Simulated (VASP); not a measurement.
Write the native input for VASP 6.6.1 that does the following.

* Task: single point
* Functional: LDA
* Potentials or basis: VASP PAW LDA potentials, release 64 (Tl_d)
* Cutoff: 520 eV
* k mesh: 12 × 12 × 4
* Occupations: fermi-dirac, width 0.1 eV
* Spin: no spin polarisation
* Dipole correction: no
* Further INCAR settings: ALGO = Normal; EDIFF = 1e-06; NBANDS = 34

The structure of Tl lies in POSCAR:

```
Tl
1.0
    3.2373721678      0.0000000000      0.0000000000
   -1.6186860839      2.8036465388      0.0000000000
    0.0000000000      0.0000000000     10.5193910219
Tl
4
Direct
    1.0000000000      1.0000000000      0.0000000000
    1.0000000000      1.0000000000      0.5000000000
    0.3333333333      0.6666666667      0.2500000000
    0.6666666667      0.3333333333      0.7500000000
```

This cell differs from its parent crystal: volume scaled by 0.88.

The input as run:

INCAR

```
SYSTEM = Tl
ALGO = Normal
EDIFF = 1E-6
ENCUT = 520
ISIF = 2
ISMEAR = -1
LASPH = .True.
LCHARG = .False.
LREAL = .False.
LWAVE = .False.
NBANDS = 34
NELM = 60
PREC = Accurate
SIGMA = 0.1
```

KPOINTS

```
k-points
0
Gamma
  12 12 4
  0 0 0
```

Potentials or basis: VASP PAW LDA potentials, release 64 (Tl_d).

Run with:

```console
$ cat potpaw_LDA.64/Tl_d/POTCAR > POTCAR
$ mpirun -np 1 vasp_std > vasp.out
```

Results of the run:

```json
{
  "Pressure": "8.0 GPa",
  "Band gap on the k mesh": "zero (band 26 reaches 12.39 eV, above the bottom of band 27 at 7.00 eV)"
}
```

Caveat: spin-orbit coupling is left out, which moves the levels of the heavy elements.

Wall time 2.9 min on 1 thread of AMD EPYC 7R13 (shared host), peak memory 0.23 GiB.
